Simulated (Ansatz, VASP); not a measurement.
**Two plane-wave programs on Si**

```
Si
1.0
     3.84753    0.00000    0.00000
    -1.92376    3.33205    0.00000
     0.00000    0.00000   18.44160
Si
4
Direct
  0.33333 0.66667 0.26954
  0.66667 0.33333 0.24401
  0.00000 0.50000 0.53366
  0.33333 0.16667 0.50813
```

Alike in both runs: task single point; functional PBE; dispersion D3(BJ); k mesh 9 × 9 × 1; occupations gaussian, width 0.1 eV; no spin polarisation.

|  | VASP | Ansatz |
| --- | --- | --- |
| version | VASP 6.6.1 | Ansatz 0.2.0 |
| potentials or method | VASP PAW PBE potentials, release 64 (Si), cutoff 520 eV | scalar-relativistic, plane waves, PAW |
| valence electrons in the cell | 16 | 16 |

|  | VASP | Ansatz | Ansatz less VASP |
| --- | --- | --- | --- |
| gap on the k mesh at the Fermi level (eV) | 0.30 | 0.30 | 0.000 |
| least direct gap on the mesh (eV) | 0.30 | 0.30 | 0.000 |
| rms of the force components (eV/Å) | 0.042 | 0.043 | +0.0010 |

Atom by atom the forces differ by 0.003 eV/Å (rms over components).
